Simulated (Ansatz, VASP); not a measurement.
One calculation of As2Se, two programs

INCAR

```
PREC = Accurate ; ENCUT = 600
EDIFF = 1E-6 ; ISMEAR = 0
SIGMA = 0.2 ; LREAL = F
LASPH = T ; NELM = 60
ALGO = Normal ; ISIF = 3
LWAVE = F ; LCHARG = F
GGA = PE ; IBRION = 2
NSW = 36 ; EDIFFG = -0.08
```

File KPOINTS:

```
Automatic mesh
0
Gamma
  5 5 1
```

File POSCAR:

```
As2Se
1.0
    3.8500000000      0.0000000000      0.0000000000
   -1.9250000000      3.3341978000      0.0000000000
    0.0000000000      0.0000000000     16.9000000000
As Se
6 3
Direct
    0.0000000000      0.0000000000      0.6550000000
    0.6666666700      0.3333333300      0.5700000000
    0.0000000000      0.0000000000      0.3450000000
    0.3333333300      0.6666666700      0.4300000000
    0.6666666700      0.3333333300      0.8850000000
    0.3333333300      0.6666666700      0.1150000000
    0.3333333300      0.6666666700      0.7950000000
    0.6666666700      0.3333333300      0.2050000000
    0.0000000000      0.0000000000      0.0000000000
```

Input for Ansatz:

```yaml
crystal:
  lattice:
    - [3.85, 0.0, 0.0]
    - [-1.925, 3.3341978, 0.0]
    - [0.0, 0.0, 16.9]
  atoms:
    - { symbol: As, position: [0.0, 0.0, 0.655] }
    - { symbol: As, position: [0.66666667, 0.33333333, 0.57] }
    - { symbol: As, position: [0.0, 0.0, 0.345] }
    - { symbol: As, position: [0.33333333, 0.66666667, 0.43] }
    - { symbol: As, position: [0.66666667, 0.33333333, 0.885] }
    - { symbol: As, position: [0.33333333, 0.66666667, 0.115] }
    - { symbol: Se, position: [0.33333333, 0.66666667, 0.795] }
    - { symbol: Se, position: [0.66666667, 0.33333333, 0.205] }
    - { symbol: Se, position: [0.0, 0.0, 0.0] }
basis:
  ecutwfc: 420
kpoints:
  mp_grid: { grid: [5, 5, 1] }
hamiltonian:
  xc: pbe
scf:
  occupations: { method: gaussian, width: 0.2 }
  lower_state_search: "off"
output:
  forces: true
  stress: true
  eigenvalues: true
relax:
  adjacent_minimum: "off"
  f_tol: 0.08
  max_steps: 16
  cell: { stress_tol: 0.8 }
```

Alike in both runs: task relaxation of cell and atoms; functional PBE; k mesh 5 × 5 × 1; occupations gaussian, width 0.2 eV; no spin polarisation.

```csv
,VASP,Ansatz
version,VASP 6.6.1,Ansatz 0.2.0
potentials or method,"VASP PAW PBE potentials, release 64 (As, Se), cutoff 600 eV","scalar-relativistic, plane waves, PAW"
valence electrons in the cell,48,138
```

```csv
,VASP,Ansatz,Ansatz less VASP
"gap on the k mesh at the Fermi level, each at its own relaxed structure (eV)",0.52,0.49,-0.027
relaxed volume (Å³/atom),23.16,23.10,-0.059
relaxed length of the cell vector where the two differ most in proportion (Å),16.489,16.380,-0.1090
```

VASP's potentials hold 48 valence electrons a cell and Ansatz's 138, so a difference there can come from the potentials and not from the codes.
